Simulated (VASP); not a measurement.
# TiAl: single point with PBE

TiAl:

```
Ti Al
1.0
     3.36430    0.84107    0.84107
     0.84107    3.36430    0.84107
     0.84107    0.84107    3.36430
Ti Al
1 1
Direct
  0.00000 0.00000 0.00000
  0.50000 0.50000 0.50000
```

This cell differs from its parent crystal: ratio of the length along [111] to the lengths across it x 2.0, volume and fractional coordinates fixed.

| Quantity | Value |
| --- | --- |
| Program | VASP 6.6.1 |
| Task | single point |
| Functional | PBE |
| Potentials or basis | VASP PAW PBE potentials, release 64 (Ti_sv, Al) |
| Cutoff | 520 eV |
| k mesh | 16 × 16 × 16 |
| Occupations | gaussian, width 0.15 eV |
| Spin | no spin polarisation |
| Dipole correction | no |
| Further INCAR settings | ALGO = Normal; EDIFF = 1e-06; NBANDS = 14 |

```
Pressure : 15.1 GPa
```

Levels at points of the mesh, in eV from the Fermi level:
```csv
k point,band 4,band 5,band 6,band 7,band 8,band 9,band 10,band 11,band 12,band 13
"(0.00, 0.00, 0.00)",-32.54,-8.38,0.40,0.40,0.40,0.84,0.84,6.58,6.58,6.58
"(0.50, 0.00, 0.00)",-32.55,-4.34,-4.07,-0.59,-0.59,2.21,2.21,3.20,7.34,7.95
"(0.50, 0.50, 0.00)",-32.58,-4.58,-2.29,-1.37,1.59,2.48,2.48,2.59,2.59,3.58
```

Run time: 42 s on 1 thread of AMD EPYC 9R45 96-Core Processor (Zen 5), with other jobs on the host, peak memory 0.17 GiB.
